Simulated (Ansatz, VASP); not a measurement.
**PdBr in VASP and in Ansatz**

```
Pd Br
1.0
     0.00000    2.74641    2.74641
     2.74641    0.00000    2.74641
     2.74641    2.74641    0.00000
Pd Br
1 1
Direct
  0.00000 0.00000 0.00000
  0.50000 0.50000 0.50000
```

Change from the starting cell: volume scaled by 1, PAW files.

Alike in both runs: task single point; functional PBE; k mesh 13 × 13 × 13; occupations fermi-dirac, width 0.1 eV; no spin polarisation.

|  | VASP | Ansatz |
| --- | --- | --- |
| version | VASP 6.6.1 | Ansatz 0.2.0 |
| potentials or method | VASP PAW PBE potentials, release 64 (Pd, Br) | PAW with Ansatz's default frozen-core files, scalar-relativistic |
| plane-wave cutoff (eV) | 520 | 420 |
| valence electrons in the cell | 17 | 25 |

|  | VASP | Ansatz | Ansatz less VASP |
| --- | --- | --- | --- |
| pressure (GPa) | 0.0 | 0.0 | +0.03 |

With one functional, cell and mesh, what is left measures potentials, basis and numerics. VASP's potentials hold 17 valence electrons a cell and Ansatz's 25, so a difference there can come from the potentials and not from the codes.
